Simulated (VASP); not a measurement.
SiC:

```
CELL_PARAMETERS angstrom
3.07536 0.00000 0.00000
-1.53768 2.66334 0.00000
0.00000 0.00000 5.04811
ATOMIC_POSITIONS crystal
Si 0.33333 0.66667 0.49959
Si 0.66667 0.33333 0.99959
C 0.33333 0.66667 0.87541
C 0.66667 0.33333 0.37541
```

Base run:

```yaml
Program: VASP 6.6.1
Functional: PBE
Potentials_or_basis: VASP PAW PBE potentials, release 64 (Si, C)
Cutoff: 520 eV
k_mesh: 6 × 6 × 4
Occupations: gaussian, width 0.01 eV
Spin: no spin polarisation
```

Its results: band gap on the k mesh 2.27 eV, indirect (least direct gap 3.97 eV); pressure 3.5 GPa.

Question: The run is repeated on the same cell with these changes: functional from PBE to r2SCAN; k mesh from 6 × 6 × 4 to 12 × 12 × 6. What comes out?

Answer: Band gap on the k mesh 2.66 eV, indirect (least direct gap 4.48 eV); pressure -0.2 GPa.

Several settings changed at once, so the effect can't be laid on one alone.

Caveats: the PAW data sets were made with another functional, which shifts forces and pressure a little (some runs).

A k mesh can miss the band edges.
